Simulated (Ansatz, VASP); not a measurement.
# CsH in VASP and in Ansatz

Contents of INCAR:

```
SYSTEM = CsH
ALGO = Normal
EDIFF = 1E-6
ENCUT = 520
GGA = CA
ISIF = 2
ISMEAR = 0
LASPH = .TRUE.
LCHARG = .FALSE.
LREAL = .FALSE.
LWAVE = .FALSE.
NBANDS = 12
NELM = 80
PREC = Accurate
SIGMA = 0.05
```

File KPOINTS:

```
k-points
0
G
  8 8 8
  0 0 0
```

The input POSCAR:

```
CsH
1.0
    0.1394750000      3.1880000000      3.1880000000
    3.1880000000      0.1394750000      3.1880000000
    3.3274750000      3.3274750000      0.0000000000
Cs H
1 1
Direct
    0.0000000000      0.0000000000      0.0000000000
    0.5000000000      0.5000000000      0.5000000000
```

Input for Ansatz:

```yaml
crystal:
  lattice:
    - [0.139475, 3.188, 3.188]
    - [3.188, 0.139475, 3.188]
    - [3.327475, 3.327475, 0.0]
  atoms:
    - { symbol: Cs, position: [0.0, 0.0, 0.0] }
    - { symbol: H, position: [0.5, 0.5, 0.5] }
basis:
  ecutwfc: 420
kpoints:
  mp_grid: { grid: [8, 8, 8] }
hamiltonian:
  xc: lda
scf:
  occupations: { method: gaussian, width: 0.05 }
output:
  forces: true
  stress: true
  eigenvalues: true
```

Change from the starting cell: strain +0.0875 x Voigt [0, 0, 0, 0, 0, 1], atoms carried along.

Alike in both runs: task single point; functional LDA; k mesh 8 × 8 × 8; occupations gaussian, width 0.05 eV; no spin polarisation.

```csv
,VASP,Ansatz
version,VASP 6.6.1,Ansatz 0.2.0
potentials or method,"VASP PAW LDA potentials, release 64 (Cs_sv, H), cutoff 520 eV","scalar-relativistic, plane waves, PAW"
valence electrons in the cell,10,10
```

Ansatz gave:

- gap on the k mesh at the Fermi level (eV): 1.90
- least direct gap on the mesh (eV): 1.95
- pressure (GPa): -1.3
- traceless stress, the component that is largest in VASP (GPa): -0.48

Question: What did VASP give for the same quantities?

Answer: gap on the k mesh at the Fermi level (eV): 1.88; least direct gap on the mesh (eV): 1.93; pressure (GPa): -1.3; traceless stress, the component that is largest in VASP (GPa): -0.48.

LDA's correlation is that of Perdew and Zunger in VASP and of Perdew and Wang (1992) in Ansatz.

Neither program's run includes spin-orbit coupling.
